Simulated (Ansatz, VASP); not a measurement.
**Sb in VASP and in Ansatz**

The input POSCAR:

```
Sb
1.0
    3.0411422055      0.0000000000      0.0000000000
    0.0000000000      3.0411422055      0.0000000000
    0.0000000000      0.0000000000      3.0411422055
Sb
1
Direct
    0.0000000000      0.0000000000      0.0000000000
```

The input INCAR.step1:

```
PREC = Accurate
ENCUT = 520
ISMEAR = -1
SIGMA = 0.1
LREAL = False
LASPH = True
NELM = 60
NBANDS = 8
GGA = PE
ALGO = Normal
EDIFF = 1E-4
LWAVE = True
LCHARG = False
```

The input INCAR.step2:

```
PREC = Accurate
ENCUT = 520
EDIFF = 1E-7
ISMEAR = -1
SIGMA = 0.1
LREAL = False
LASPH = True
NELM = 60
ALGO = Normal
ISIF = 2
LWAVE = False
LCHARG = False
METAGGA = R2SCAN
LMIXTAU = True
NBANDS = 8
ISTART = 1
```

Contents of KPOINTS:

```
Automatic mesh
0
Gamma
  12 12 12
```

Input for Ansatz:

```yaml
crystal:
  lattice:
    - [3.0411422055, 0.0, 0.0]
    - [0.0, 3.0411422055, 0.0]
    - [0.0, 0.0, 3.0411422055]
  atoms:
    - { symbol: Sb, position: [0.0, 0.0, 0.0] }
hamiltonian:
  xc: r2scan
  pseudopotentials:
    kind: paw
    azcp:
      Sb: "pseudopotentials/Sb.paw.azcp"
basis:
  ecutwfc: 500
  fft_grid_basis: typed
kpoints:
  mp_grid: { grid: [12, 12, 12], shift: [0, 0, 0] }
magnetization:
  spin_polarized: false
scf:
  occupations: { method: fermi_dirac, width: 0.1 }
  lower_state_search: "off"
output:
  stress: true
```

Alike in both runs: task single point; functional r2SCAN; k mesh 12 × 12 × 12; occupations fermi-dirac, width 0.1 eV; no spin polarisation.

```csv
,VASP,Ansatz
version,VASP 6.6.1,Ansatz 0.2.0
potentials or method,"VASP PAW PBE potentials, release 64 (Sb), cutoff 520 eV","plane waves (500 eV) with PAW, scalar-relativistic"
valence electrons in the cell,5,15
```

Ansatz gave:

| Quantity | Value |
| --- | --- |
| pressure (GPa) | 2.9 |

Question: Which values does VASP return?

Answer: Pressure (GPa): 3.0.

VASP's potentials were made for PBE, not for r2SCAN. With one functional, cell and mesh, what is left measures potentials, basis and numerics. VASP's potentials hold 5 valence electrons a cell and Ansatz's 15, so a difference there can come from the potentials and not from the codes.

Neither program's run includes spin-orbit coupling.
